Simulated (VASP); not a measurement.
# TaN (Fm-3m) in VASP: single point with PBEsol+U

Aim: the single point of TaN with PBEsol+U.

Program: VASP 6.6.1. These are calculated values, not measurements. Logs are shortened: lines on timing, memory, paths and dates and some standing lists are left out, and cuts for length are marked.

## 1. The cell of the first run

Symmetry: Fm-3m, No. 225, cubic system. Conventional cell: a = 4.358 Å, b = 4.358 Å, c = 4.358 Å, α = 90.00°, β = 90.00°, γ = 90.00°. Within 2.9 Å of Ta (site symmetry m-3m) lie 6 N at 2.18 Å. Within 2.9 Å of N (site symmetry m-3m) lie 6 Ta at 2.18 Å.

## 2. Single point, PBEsol+U, non-collinear spin, twin_end start, spin-orbit coupling

File INCAR:

```
SYSTEM = TaN
  PREC = Accurate
  ENCUT = 520
  EDIFF = 1E-6
  ISMEAR = 0
  SIGMA = 0.05
  LREAL = .False.
  LASPH = .True.
  NELM = 150
  ALGO = Normal
  ISIF = 2
  LWAVE = .False.
  LCHARG = .False.
  MAGMOM = -0.01 -0.01 0.01 -0.01 -0.01 0.01 0 0 0 0 0 0
  LORBIT = 11
  LSORBIT = .True.
  GGA_COMPAT = .False.
  LORBMOM = .True.
  LMAXMIX = 4
  LDAU = .True.
  LDAUTYPE = 1
  LDAUL = 2 -1
  LDAUU = 4 0
  LDAUJ = 0.9 0
  LDAUPRINT = 1
  GGA = PS
  NBANDS = 46
```

File KPOINTS:

```
regular mesh
0
Gamma
  7 7 7
  0 0 0
```

File POSCAR:

```
TaN
1.0
    0.0000000000      2.1790013100      2.1790013100
    2.1790013100      0.0000000000      2.1790013100
    4.3580026200      4.3580026200      0.0000000000
Ta N
2 2
Direct
    0.5000000000      0.5000000000      0.2500000000
    0.5000000000      0.5000000000      0.7500000000
    0.0000000000      0.0000000000      0.0000000000
    0.0000000000      0.0000000000      0.5000000000
```

Potentials or basis: VASP PAW PBE potentials, release 64 (Ta_pv, N).

Started as:

```console
> cat potpaw_PBE.64/Ta_pv/POTCAR potpaw_PBE.64/N/POTCAR > POTCAR
> mpirun -np 1 vasp_ncl > vasp.out
```

OUTCAR:

```text
SYSTEM = TaN
   PREC = Accurate
   ENCUT = 520
   EDIFF = 1E-6
   ISMEAR = 0
   LREAL = .False.
   LASPH = .True.
   NELM = 150
   ISIF = 2
   LORBIT = 11
   LSORBIT = .True.
   GGA = PS

 ion  position               nearest neighbor table
   1  0.500  0.500  0.250-   3 2.18   3 2.18   4 2.18   3 2.18   4 2.18   4 2.18   2 3.08   2 3.08
                             2 3.08   2 3.08   2 3.08   2 3.08
   2  0.500  0.500  0.750-   4 2.18   3 2.18   4 2.18   3 2.18   4 2.18   3 2.18   1 3.08   1 3.08
                             1 3.08   1 3.08   1 3.08   1 3.08
   3  0.000  0.000  0.000-   2 2.18   1 2.18   2 2.18   1 2.18   2 2.18   1 2.18
   4  0.000  0.000  0.500-   1 2.18   1 2.18   2 2.18   1 2.18   2 2.18   2 2.18

  LATTYP: Found a trigonal (rhomboedric) cell.
 ALAT       =     5.3374413584
 COS(alpha) =     0.8333333333

  Lattice vectors:

 A1 = (   4.3580026200,   2.1790013100,  -2.1790013100)
 A2 = (   2.1790013100,   2.1790013100,  -4.3580026200)
 A3 = (   2.1790013100,   4.3580026200,  -2.1790013100)

Analysis of symmetry for initial positions (statically):
=====================================================================
 Subroutine PRICEL returns following result:

  LATTYP: Found a face centered cubic cell.
 ALAT       =     4.3580026200
[... 12 lines left out ...]
 Subroutine GETGRP returns: Found 12 space group operations
 (whereof 12 operations were pure point group operations)
 out of a pool of 12 trial point group operations.

The static configuration has the point symmetry D_3d.

Analysis of symmetry for dynamics (positions and initial velocities):
=====================================================================
 Subroutine PRICEL returns following result:

  LATTYP: Found a face centered cubic cell.
 ALAT       =     4.3580026200
[... 12 lines left out ...]
 Subroutine GETGRP returns: Found 12 space group operations
 (whereof 12 operations were pure point group operations)
 out of a pool of 12 trial point group operations.

The dynamic configuration has the point symmetry D_3d.

Analysis of structural, dynamic, and magnetic symmetry:
=====================================================================
 Subroutine PRICEL returns following result:

  LATTYP: Found a face centered cubic cell.
 ALAT       =     4.3580026200
[... 12 lines left out ...]
 Subroutine GETGRP returns: Found  6 space group operations
 (whereof  6 operations were pure point group operations)
 out of a pool of 12 trial point group operations.

The overall configuration has the point symmetry S_6 .

 Subroutine INISYM returns: Found  6 space group operations
 (whereof  6 operations are pure point group operations),
 and found     2 'primitive' translations

----------------------------------------------------------------------------------------

                                     Primitive cell

  volume of cell :      20.6920

  direct lattice vectors                    reciprocal lattice vectors
     0.000000000  2.179001310  2.179001310    -0.229462918  0.229462918  0.229462918
     2.179001310  0.000000000  2.179001310     0.229462918 -0.229462918  0.229462918
     2.179001310  2.179001310  0.000000000     0.229462918  0.229462918 -0.229462918

  length of vectors
     3.081573205  3.081573205  3.081573205     0.397441433  0.397441433  0.397441433

  position of ions in fractional coordinates (direct lattice)
     0.500000000  0.500000000  0.500000000
     0.000000000  0.000000000  0.000000000

  ion indices of the primitive-cell ions
   primitive index   ion index
                 1           1
                 2           3

----------------------------------------------------------------------------------------

 KPOINTS: regular mesh

Automatic generation of k-mesh.
 Grid dimensions read from file:
 generate k-points for:    7    7    7

 Generating k-lattice:

  Cartesian coordinates                     Fractional coordinates (reciprocal lattice)
    -0.032780417  0.032780417  0.032780417     0.142857143  0.000000000  0.000000000
     0.032780417 -0.032780417  0.032780417     0.000000000  0.142857143  0.000000000
     0.016390208  0.016390208 -0.016390208     0.000000000  0.000000000  0.142857143

[... 206 lines left out ...]

 E-fermi :  10.0591     XC(G=0): -13.7500

 val. band max:       10.0539290397   @ k =   0.2857   0.0000   0.0000
 cond. band min:      10.0632247335   @ k =  -0.1429   0.1429   0.0000
 fundamental gap:      0.0092956938
 Fermi energy:        10.0591240476

 k-point     1 :       0.0000    0.0000    0.0000
  band No.  band energies     occupation
      1     -31.8573      1.00000
      2     -31.8573      1.00000
      3     -31.6268      1.00000
      4     -31.6268      1.00000
      5     -24.5452      1.00000
      6     -24.5452      1.00000
[... 1117 lines left out ...]
     43      12.0736      0.00000
     44      12.0736      0.00000

 [... further k-points ...]

 [bands above 44 left out]

------------------------ aborting loop because EDIFF is reached ----------------------------------------

  FORCE on cell =-STRESS in cart. coord.  units (eV):
  Direction    XX          YY          ZZ          XY          YZ          ZX
  --------------------------------------------------------------------------------------
  -------------------------------------------------------------------------------------
  Total        4.2293886      4.2293886      4.2293886     -0.0215732      0.0215732      0.0215732
  in kB      163.7403489    163.7403489    163.7403489     -0.8352039      0.8352039      0.8352039
  external PRESSURE =     163.7403489 kB  Pullay stress =       0.0000000 kB

 VOLUME and BASIS-vectors are now :
 -----------------------------------------------------------------------------
  energy-cutoff  :      520.00
  volume of cell :       41.38
      direct lattice vectors                 reciprocal lattice vectors
     0.000000000  2.179001310  2.179001310    -0.229462918  0.229462918  0.229462918
     2.179001310  0.000000000  2.179001310     0.229462918 -0.229462918  0.229462918
     4.358002620  4.358002620  0.000000000     0.114731459  0.114731459 -0.114731459

 POSITION                                       TOTAL-FORCE (eV/Angst)
 -----------------------------------------------------------------------------------
      2.17900      2.17900      2.17900        -0.000000     -0.000000     -0.000000
      4.35800      4.35800      2.17900         0.000000      0.000000      0.000000
      0.00000      0.00000      0.00000         0.000000      0.000000      0.000000
      2.17900      2.17900      0.00000         0.000000      0.000000     -0.000000
 -----------------------------------------------------------------------------------
    total drift:                               -0.000000     -0.000000     -0.000000

  FREE ENERGIE OF THE ION-ELECTRON SYSTEM (eV)
  ---------------------------------------------------
  free  energy   TOTEN  =       -42.0098692050 eV

  energy  without entropy=      -42.0082369040  energy(sigma->0) =      -42.00905305

 orbital moment (x)

 # of ion     p       d       tot
 ----------------------------------------
  1        -0.000   0.000   0.000
  2        -0.000   0.000   0.000
  3        -0.000   0.000  -0.000
  4        -0.000   0.000  -0.000
 ----------------------------------------
           -0.000   0.000   0.000

 orbital moment (y)

 # of ion     p       d       tot
 ----------------------------------------
  1        -0.000   0.000   0.000
  2        -0.000   0.000   0.000
  3        -0.000   0.000  -0.000
  4        -0.000   0.000  -0.000
 ----------------------------------------
           -0.000   0.000   0.000

 orbital moment (z)

 # of ion     p       d       tot
 ----------------------------------------
  1         0.000  -0.000  -0.000
  2         0.000  -0.000  -0.000
  3         0.000   0.000   0.000
  4         0.000   0.000   0.000
 ----------------------------------------
            0.000  -0.000  -0.000

 Spin-Orbit-Coupling matrix elements

 Ion:    1  E_soc:     -1.3472472
 l=   1
     0.0000000    -0.2021474    -0.2021474
    -0.2021474     0.0000000    -0.2021474
    -0.2021474    -0.2021474     0.0000000
 l=   2
     0.0000000    -0.0075334     0.0000000    -0.0075334    -0.0148604
    -0.0075334     0.0000000    -0.0111453    -0.0075334    -0.0037151
     0.0000000    -0.0111453     0.0000000    -0.0111453     0.0000000
    -0.0075334    -0.0075334    -0.0111453     0.0000000    -0.0037151
    -0.0148604    -0.0037151     0.0000000    -0.0037151     0.0000000
 l=   3
     0.0000000     0.0000000     0.0000000     0.0000000     0.0000000     0.0000000     0.0000000
     0.0000000     0.0000000     0.0000000     0.0000000     0.0000000     0.0000000     0.0000000
     0.0000000     0.0000000     0.0000000     0.0000000     0.0000000     0.0000000     0.0000000
     0.0000000     0.0000000     0.0000000     0.0000000     0.0000000     0.0000000     0.0000000
[... 49 lines left out ...]
 l=   2
     0.0000000     0.0000000     0.0000000     0.0000000     0.0000000
     0.0000000     0.0000000     0.0000000     0.0000000     0.0000000
     0.0000000     0.0000000     0.0000000     0.0000000     0.0000000
     0.0000000     0.0000000     0.0000000     0.0000000     0.0000000
     0.0000000     0.0000000     0.0000000     0.0000000     0.0000000
 l=   3
     0.0000000     0.0000000     0.0000000     0.0000000     0.0000000     0.0000000     0.0000000
     0.0000000     0.0000000     0.0000000     0.0000000     0.0000000     0.0000000     0.0000000
     0.0000000     0.0000000     0.0000000     0.0000000     0.0000000     0.0000000     0.0000000
     0.0000000     0.0000000     0.0000000     0.0000000     0.0000000     0.0000000     0.0000000
     0.0000000     0.0000000     0.0000000     0.0000000     0.0000000     0.0000000     0.0000000
     0.0000000     0.0000000     0.0000000     0.0000000     0.0000000     0.0000000     0.0000000
     0.0000000     0.0000000     0.0000000     0.0000000     0.0000000     0.0000000     0.0000000

 total charge

# of ion       s       p       d       tot
------------------------------------------
    1        0.291   6.250   2.396   8.937
    2        0.291   6.250   2.396   8.937
    3        1.224   2.569   0.000   3.793
    4        1.224   2.569   0.000   3.793
--------------------------------------------------
tot          3.031  17.638   4.791  25.460

 magnetization (x)

# of ion       s       p       d       tot
------------------------------------------
    1       -0.000  -0.000  -0.000  -0.000
    2       -0.000  -0.000  -0.000  -0.000
    3       -0.000   0.000   0.000   0.000
    4       -0.000   0.000   0.000   0.000
--------------------------------------------------
tot         -0.000   0.000  -0.000  -0.000

 magnetization (y)

# of ion       s       p       d       tot
------------------------------------------
    1       -0.000  -0.000  -0.000  -0.000
    2       -0.000  -0.000  -0.000  -0.000
    3       -0.000   0.000   0.000   0.000
    4       -0.000   0.000   0.000   0.000
--------------------------------------------------
tot         -0.000   0.000  -0.000  -0.000

 magnetization (z)

# of ion       s       p       d       tot
------------------------------------------
    1        0.000   0.000   0.000   0.000
    2        0.000   0.000   0.000   0.000
    3        0.000  -0.000   0.000  -0.000
    4        0.000  -0.000   0.000  -0.000
--------------------------------------------------
tot          0.000  -0.000   0.000   0.000
```

Run time: 92 s. Hardware: 1 thread of Intel Xeon 6975P-C (Granite Rapids), shared host; peak memory 0.38 GiB.

What came out:

| Item | Value |
| --- | --- |
| Free energy | -42.0099 eV |
| Pressure | 16.4 GPa |
| Net moment | 0.00 μB per cell |
| Valence electrons inside the program's atomic spheres | Ta 8.94; N 3.79 |

Stress tensor (GPa, compression positive):
```
16.37 -0.08  0.08
-0.08 16.37  0.08
 0.08  0.08 16.37
```

Moments on the atoms (μB; x, y, z):
```
Ta  0.00 0.00 0.00
Ta  0.00 0.00 0.00
N   0.00 0.00 0.00
N   0.00 0.00 0.00
```

Caveat: the cell stands under pressure; the PAW data sets were made with another functional, which shifts forces and pressure a little. The state reached can hang on the start; a lower one may exist.
